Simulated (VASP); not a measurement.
# CuMo2 (Fm-3m) in VASP: further runs, part 2 of 2

VASP 6.6.1.

### 3 Relaxation of cell and atoms, PBE

Contents of INCAR:

```
  PREC = Accurate
  ENCUT = 600
  EDIFF = 1E-6
  ISMEAR = 0
  SIGMA = 0.1
  LREAL = F
  LASPH = T
  NELM = 100
  ALGO = Fast
  ISIF = 3
  LWAVE = F
  LCHARG = F
  GGA = PE
  IBRION = 2
  NSW = 100
  EDIFFG = -0.01
```

Contents of KPOINTS:

```
Automatic mesh
0
Gamma
  14 14 14
```

Contents of POSCAR:

```
CuMo2
1.0
    0.0000000000      2.9014926817      2.9014926817
    2.9014926817      0.0000000000      2.9014926817
    2.9014926817      2.9014926817      0.0000000000
Cu Mo
1 2
Direct
    0.0000000000      0.0000000000      0.0000000000
    0.2500000000      0.2500000000      0.2500000000
    0.7500000000      0.7500000000      0.7500000000
```

Potentials or basis: VASP PAW PBE potentials, release 64 (Cu, Mo_sv).

The run is started by

```bash
$ cat potpaw_PBE.64/Cu/POTCAR potpaw_PBE.64/Mo_sv/POTCAR > POTCAR
$ mpirun -np 1 vasp_std > vasp.out
```

OUTCAR:

```text
PREC = Accurate
   ENCUT = 600
   EDIFF = 1E-6
   ISMEAR = 0
   LREAL = F
   LASPH = T
   NELM = 100
   ISIF = 3
   GGA = PE
   IBRION = 2
   NSW = 100
   EDIFFG = -0.01

 ion  position               nearest neighbor table
   1  0.000  0.000  0.000-   3 2.51   3 2.51   3 2.51   2 2.51   3 2.51   2 2.51   2 2.51   2 2.51

   2  0.250  0.250  0.250-   1 2.51   1 2.51   1 2.51   1 2.51   3 2.90   3 2.90   3 2.90   3 2.90
                             3 2.90   3 2.90
   3  0.750  0.750  0.750-   1 2.51   1 2.51   1 2.51   1 2.51   2 2.90   2 2.90   2 2.90   2 2.90
                             2 2.90   2 2.90

  LATTYP: Found a face centered cubic cell.
 ALAT       =     5.8029853634

  Lattice vectors:

 A1 = (   0.0000000000,   2.9014926817,   2.9014926817)
 A2 = (   2.9014926817,   0.0000000000,   2.9014926817)
 A3 = (   2.9014926817,   2.9014926817,   0.0000000000)

Analysis of symmetry for initial positions (statically):
=====================================================================
 Subroutine PRICEL returns:
 Original cell was already a primitive cell.

 Routine SETGRP: Setting up the symmetry group for a
 face centered cubic supercell.

 Subroutine GETGRP returns: Found 48 space group operations
 (whereof 48 operations were pure point group operations)
 out of a pool of 48 trial point group operations.

The static configuration has the point symmetry O_h .

Analysis of symmetry for dynamics (positions and initial velocities):
=====================================================================
 Subroutine PRICEL returns:
 Original cell was already a primitive cell.

 Routine SETGRP: Setting up the symmetry group for a
 face centered cubic supercell.

 Subroutine GETGRP returns: Found 48 space group operations
 (whereof 48 operations were pure point group operations)
 out of a pool of 48 trial point group operations.

The dynamic configuration has the point symmetry O_h .

 Subroutine INISYM returns: Found 48 space group operations
 (whereof 48 operations are pure point group operations),
 and found     1 'primitive' translations

----------------------------------------------------------------------------------------

                                     Primitive cell

  volume of cell :      48.8534

  direct lattice vectors                    reciprocal lattice vectors
     0.000000000  2.901492682  2.901492682    -0.172325094  0.172325094  0.172325094
     2.901492682  0.000000000  2.901492682     0.172325094 -0.172325094  0.172325094
     2.901492682  2.901492682  0.000000000     0.172325094  0.172325094 -0.172325094

  length of vectors
     4.103330302  4.103330302  4.103330302     0.298475819  0.298475819  0.298475819

  position of ions in fractional coordinates (direct lattice)
     0.000000000  0.000000000  0.000000000
     0.250000000  0.250000000  0.250000000
     0.750000000  0.750000000  0.750000000

  ion indices of the primitive-cell ions
   primitive index   ion index
                 1           1
[... 34 lines left out ...]
  0.214286  0.000000  0.000000      8.000000
  0.285714  0.000000  0.000000      8.000000
  0.357143  0.000000  0.000000      8.000000
[... 16 lines left out ...]
  0.214286  0.142857  0.000000     24.000000
  0.285714  0.142857  0.000000     24.000000
 [... further k-points ...]
   k-points           NKPTS =    104   k-points in BZ     NKDIM =    104   number of bands    NBANDS=     23
   number of dos      NEDOS =    301   number of ions     NIONS =      3
   total plane-waves  NPLWV =  46656
   dimension x,y,z NGX =    36 NGY =   36 NGZ =   36
   dimension x,y,z NGXF=    72 NGYF=   72 NGZF=   72
   ions per type =               1   2
   NGX,Y,Z   is equivalent  to a cutoff of  14.59, 14.59, 14.59 a.u.
   NGXF,Y,Z  is equivalent  to a cutoff of  29.17, 29.17, 29.17 a.u.
 SYSTEM =  unknown system
   PREC   = accura    normal or accurate (medium, high low for compatibility)
   ISTART =      0    job   : 0-new  1-cont  2-samecut
   ICHARG =      2    charge: 1-file 2-atom 10-const
   ISPIN  =      1    spin polarized calculation?
   LNONCOLLINEAR =      F non collinear calculations
   LSORBIT =      F    spin-orbit coupling
   LASPH  =      T    aspherical Exc in radial PAW
   ENCUT  =  600.0 eV  44.10 Ry    6.64 a.u.   8.20  8.20  8.20*2*pi/ulx,y,z
   NELM   =    100;   NELMIN=  2; NELMDL= -5     # of ELM steps
   EDIFF  = 0.1E-05   stopping-criterion for ELM
   LREAL  =      F    real-space projection
   EDIFFG = -.1E-01   stopping-criterion for IOM
   NSW    =    100    number of steps for IOM
   IBRION =      2    ionic relax: 0-MD 1-quasi-New 2-CG
   NFREE  =      1    steps in history (QN), initial steepest desc. (CG)
   ISIF   =      3    stress and relaxation
   ISYM   =      2    0-nonsym 1-usesym 2-fastsym
   POTIM  = 0.5000    time-step for ionic-motion
   TEBEG  =    0.0;   TEEND  =   0.0 temperature during run
   PSTRESS=    0.0 pullay stress
   NELECT =      39.0000    total number of electrons
   NUPDOWN=      -1.0000    fix difference up-down
   EMIN   =  10.00;   EMAX   =-10.00  energy-range for DOS
   EFERMI =   0.00;   METHOD = LEGACY
   ISMEAR =     0;   SIGMA  =   0.10  broadening in eV -4-tet -1-fermi 0-gaus
   EFERMI_NEDOS =   21; number of points for ismear=-14 and -15
   IALGO  =     68    algorithm
   IMIX   =      4    mixing-type and parameters
     AMIX     =   0.40;   BMIX     =  1.00
     AMIX_MAG =   1.60;   BMIX_MAG =  1.00
  volume/ion in A,a.u.               =      16.28       109.89
  Fermi-wavevector in a.u.,A,eV,Ry     =   1.518675  2.869880 31.380126  2.306374
  Thomas-Fermi vector in A             =   2.627764
   LORBIT       =      0    0 simple, 1 ext, 2 COOP (PROOUT), +10 PAW based schemes
   GGA     = PE    functional components
   LHFCALC =     F    Hartree Fock is set to
   AEXX    =    0.0000 exact exchange contribution
   IVDW    =     0    specifies the selected vdW correction
   LEPSILON=     F    determine dielectric tensor
   LRPA    =     F    only Hartree local field effects (RPA)
 conjugate gradient relaxation of ions
 non-spin polarized calculation
 RMM-DIIS sequential band-by-band and
 Gauss-broadening in eV      SIGMA  =   0.10
  energy-cutoff  :      600.00
  volume of cell :       48.85
 maximum number of plane-waves:      1660
 NGX is ok and might be reduce to    36
   NGX = 17   NGY = 17   NGZ = 17

--------------------------------------- Ionic step        1  -------------------------------------------

 number of electron      39.0000009 magnetization

 Free energy of the ion-electron system (eV)
  ---------------------------------------------------
  ext. energy  EPLUGINS =         0.00000000
  ---------------------------------------------------
  free energy    TOTEN  =       -22.75146687 eV

  energy without entropy =      -22.74040147  energy(sigma->0) =      -22.74593417

------------------------ aborting loop because EDIFF is reached ----------------------------------------

  FORCE on cell =-STRESS in cart. coord.  units (eV):
  Direction    XX          YY          ZZ          XY          YZ          ZX
  --------------------------------------------------------------------------------------
  -------------------------------------------------------------------------------------
  Total        0.1290026      0.1290026      0.1290026      0.0000000     -0.0000000      0.0000000
  in kB        4.2307236      4.2307236      4.2307236      0.0000000     -0.0000000      0.0000000
  external PRESSURE =       4.2307236 kB  Pullay stress =       0.0000000 kB
[... 135 lines left out ...]
--------------------------------------- Ionic step        5  -------------------------------------------

 number of electron      39.0000009 magnetization

 Free energy of the ion-electron system (eV)
  ---------------------------------------------------
  ext. energy  EPLUGINS =         0.00000000
  ---------------------------------------------------
  free energy    TOTEN  =       -22.75162851 eV

  energy without entropy =      -22.74051040  energy(sigma->0) =      -22.74606946

 E-fermi :   9.3615     XC(G=0): -12.3570

 val. band max:        9.3407157094   @ k =   0.5000   0.4286   0.0714
 cond. band min:       9.3679897905   @ k =  -0.4286   0.4286   0.1429
 fundamental gap:      0.0272740811
 Fermi energy:         9.3614688393

 k-point     1 :       0.0000    0.0000    0.0000
  band No.  band energies     occupation
      1     -51.6500      2.00000
      2     -51.4864      2.00000
      3     -25.8609      2.00000
      4     -25.8609      2.00000
      5     -25.8609      2.00000
      6     -25.4363      2.00000
[... 613 lines left out ...]
     22      10.6031      0.00000
     23      11.5780      0.00000

 [... further k-points ...]

------------------------ aborting loop because EDIFF is reached ----------------------------------------

  FORCE on cell =-STRESS in cart. coord.  units (eV):
  Direction    XX          YY          ZZ          XY          YZ          ZX
  --------------------------------------------------------------------------------------
  -------------------------------------------------------------------------------------
  Total       -0.0081779     -0.0081779     -0.0081779      0.0000000      0.0000000      0.0000000
  in kB       -0.2676335     -0.2676335     -0.2676335      0.0000000      0.0000000      0.0000000
  external PRESSURE =      -0.2676335 kB  Pullay stress =       0.0000000 kB
[... 18 lines left out ...]
  FREE ENERGIE OF THE ION-ELECTRON SYSTEM (eV)
  ---------------------------------------------------
  free  energy   TOTEN  =       -22.7516285067 eV

  energy  without entropy=      -22.7405104037  energy(sigma->0) =      -22.74606946

 reached required accuracy - stopping structural energy minimisation
```

It took 14 min on 1 thread of Intel Xeon 8259CL, shared host; peak memory 0.32 GiB.

What came out:

```
Free energy                           : -22.7516 eV
Relaxed volume                        : 16.32 Å³/atom
Relaxed cell                          : a = 4.106 Å, b = 4.106 Å, c = 4.106 Å, α = 60.00°, β = 60.00°, γ = 60.00°
Space group after relaxing (to 0.1 Å) : Fm-3m (No. 225)
Energy gained by relaxing             : 0.1 meV/atom
Ionic steps                           : 5
Pressure after relaxing               : 0.0 GPa
Band gap on the k mesh                : zero (an odd number of electrons rules out a gap without spin polarisation)
```

Step by step:
```
step  energy change (eV)  largest force (eV/Å)  pressure (GPa)  volume (Å³)
   1              0.0000                0.0000            0.42        48.85
   2              0.0003                0.0000           -0.75        49.16
   3             -0.0002                0.0000           -0.18        48.97
   4             -0.0002                0.0000            0.22        48.94
   5             -0.0002                0.0000           -0.03        48.96
```

Final structure:
```
CELL_PARAMETERS angstrom
0.00000 2.90354 2.90354
2.90354 0.00000 2.90354
2.90354 2.90354 0.00000
ATOMIC_POSITIONS crystal
Cu 0.00000 0.00000 0.00000
Mo 0.25000 0.25000 0.25000
Mo 0.75000 0.75000 0.75000
```

The gap in the log of VASP goes by the Fermi energy; the results here count the filled bands.